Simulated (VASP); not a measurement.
Crystal: Sn3Se.

```
CELL_PARAMETERS angstrom
4.80428 0.00000 0.00000
0.00000 4.80428 0.00000
0.00000 0.00000 4.80428
ATOMIC_POSITIONS crystal
Sn 0.50000 0.50000 0.00000
Sn 0.50000 0.00000 0.50000
Sn 0.00000 0.50000 0.50000
Se 0.00000 0.00000 0.00000
```

Base run:

```yaml
Program: VASP 6.6.1
Functional: PBEsol
Potentials_or_basis: VASP PAW PBE potentials, release 64 (Sn_d, Se)
Cutoff: 520 eV
k_mesh: 6 × 6 × 6
Occupations: fermi-dirac, width 0.05 eV
Spin: no spin polarisation
```

Its results: band gap on the k mesh zero (band 24 reaches 8.51 eV, above the bottom of band 25 at 6.35 eV); pressure -4.2 GPa.

Question: The run is repeated on the same cell with these changes: functional from PBEsol to r2SCAN; further incar settings from ALGO = Normal; EDIFF = 1e-07; NBANDS = 32 to ALGO = Normal; EDIFF = 1e-06; NBANDS = 32. What comes out?

Answer: Band gap on the k mesh zero (band 24 reaches 8.64 eV, above the bottom of band 25 at 6.34 eV); pressure -2.3 GPa.

Caveats: the PAW data sets were made with another functional, which shifts forces and pressure a little; spin-orbit coupling is left out, which moves the levels of the heavy elements.
